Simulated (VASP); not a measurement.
GaN:

```
Ga N
1.0
     0.00000    2.06921    2.06921
     2.06921    0.00000    2.06921
     2.06921    2.06921    0.00000
Ga N
1 1
Cartesian
  2.0692 2.0692 2.0692
  0.0000 0.0000 0.0000
```

Base run:

* Program: VASP 6.6.1
* Functional: BLYP
* Potentials or basis: VASP PAW PBE potentials, release 64 (Ga_d, N)
* Cutoff: 520 eV
* k mesh: 10 × 10 × 10
* Occupations: gaussian, width 0.05 eV
* Spin: no spin polarisation

Its results: band gap on the k mesh 0.96 eV, indirect (least direct gap 3.65 eV); pressure 35.1 GPa.

Problem. After a change of settings the same cell gave: band gap on the k mesh 1.57 eV, indirect (least direct gap 4.18 eV); pressure 17.2 GPa. Which change was it?
A. functional from BLYP to r2SCAN
B. functional from BLYP to RPBE; dispersion from none to D4
C. functional from BLYP to revPBE; dispersion from none to D4

Solution. A.

r2SCAN gives the wider gap, since meta-GGAs in the generalised Kohn-Sham scheme recover part of the derivative discontinuity.

Caveats: the PAW data sets were made with another functional, which shifts forces and pressure a little.
